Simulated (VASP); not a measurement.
A run of VASP 6.6.1 is set up as follows.

File INCAR:

```
PREC     = Accurate       # precision mode
ENCUT    = 520            # plane-wave cutoff, eV
EDIFF    = 1E-6           # SCF threshold, eV
ISMEAR   = -1             # smearing method
SIGMA    = 0.05           # smearing width, eV
LREAL    = F              # projectors in reciprocal space
LASPH    = T              # aspherical terms in the spheres
NELM     = 150            # most SCF steps
ALGO     = Normal         # electronic algorithm
ISIF     = 2              # what is computed and relaxed
LWAVE    = F              # write WAVECAR
LCHARG   = F              # write CHGCAR
ISPIN    = 2              # spin polarisation
MAGMOM   = 1 1 1 0        # initial moments
LORBIT   = 11             # projections on sites
LMAXMIX  = 4              # l up to which the mixer works
GGA      = RP             # functional
IVDW     = 13             # dispersion correction
NBANDS   = 28             # bands
```

Contents of KPOINTS:

```
regular mesh
0
Gamma
  6 6 6
```

Contents of POSCAR:

```
AlNi3
1.0
    3.5199591547      0.0000000000      0.0000000000
    0.0000000000      3.5199591547      0.0000000000
    0.0000000000      0.0000000000      3.5199591547
Ni Al
3 1
Direct
    0.5000000000      0.5000000000      0.0000000000
    0.5000000000      0.0000000000      0.5000000000
    0.0000000000      0.5000000000      0.5000000000
    0.0000000000      0.0000000000      0.0000000000
```

Potentials or basis: VASP PAW PBE potentials, release 64 (Ni, Al).

Run with:

```console
$ cat potpaw_PBE.64/Ni/POTCAR potpaw_PBE.64/Al/POTCAR > POTCAR
$ mpirun -np 1 vasp_std > vasp.out
```

**Question.** Estimate the pressure.

**Answer.** 0.1 GPa.

**Question.** What does it give for the site moments?

**Answer.** Ni +0.25; Al -0.01 μB.

Caveat: the PAW data sets were made with another functional, which shifts forces and pressure a little.
